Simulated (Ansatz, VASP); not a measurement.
# Pd: VASP beside Ansatz

```xyz
2
Lattice="2.7268 0.0000 0.0000 -1.3634 2.3615 0.0000 0.0000 0.0000 4.5344" Properties=species:S:1:pos:R:3 pbc="T T T"
Pd    0.0000    1.5743    1.1336
Pd    1.3634    0.7872    3.4008
```

Change from the starting cell: volume scaled by 0.94.

Alike in both runs: task single point; functional LDA; k mesh 11 × 11 × 6; occupations fermi-dirac, width 0.05 eV; no spin polarisation.

```csv
,VASP,Ansatz
version,VASP 6.6.1,Ansatz 0.2.0
potentials or method,"VASP PAW LDA potentials, release 64 (Pd), cutoff 520 eV","all-electron LAPW, scalar-relativistic"
```

Ansatz gave:

```
gap on the k mesh at the Fermi level (eV)                     : none
pressure (GPa)                                                : -5.6
traceless stress, the component that is largest in VASP (GPa) : 0.43
```

Question: Which values does VASP return?

Answer: gap on the k mesh at the Fermi level (eV): none; pressure (GPa): -5.3; traceless stress, the component that is largest in VASP (GPa): 0.32.

LDA's correlation is that of Perdew and Zunger in VASP and of Perdew and Wang (1992) in Ansatz. A gap of «none» marks a metal or a gap that the smearing closes. Ansatz ran all-electron here, and VASP with PAW potentials.
